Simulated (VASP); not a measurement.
Input of a VASP 6.6.1 run:

Contents of INCAR:

```
SYSTEM = SrO
ALGO = Normal
EDIFF = 1E-6
EDIFFG = -0.01
ENCUT = 600
GGA = RP
IBRION = 2
ISIF = 3
ISMEAR = -1
LASPH = .TRUE.
LCHARG = .FALSE.
LREAL = .FALSE.
LWAVE = .FALSE.
NELM = 60
NSW = 60
PREC = Accurate
SIGMA = 0.05
```

Contents of KPOINTS:

```
k-points
0
G
  9 9 9
  0 0 0
```

Contents of POSCAR:

```
SrO
1.0
    0.0000000000      2.5663000000      2.5663000000
    2.5663000000      0.0000000000      2.5663000000
    2.5663000000      2.5663000000      0.0000000000
Sr O
1 1
Direct
    0.5000000000      0.5000000000      0.5000000000
    0.0000000000      0.0000000000      0.0000000000
```

Potentials or basis: VASP PAW PBE potentials, release 64 (Sr_sv, O).

Command:

```console
$ cat potpaw_PBE.64/Sr_sv/POTCAR potpaw_PBE.64/O/POTCAR > POTCAR
$ mpirun -np 1 vasp_std > vasp.out
```

(1) What does it give for the band gap on the k mesh?

(2) Predict the relaxed volume.

## Answers

(1) 3.46 eV (least direct gap 3.60 eV).

(2) 18.25 Å³/atom.

Caveat: the PAW data sets were made with another functional, which shifts forces and pressure a little; an odd mesh through Γ misses points on the zone boundary, where band edges can lie.
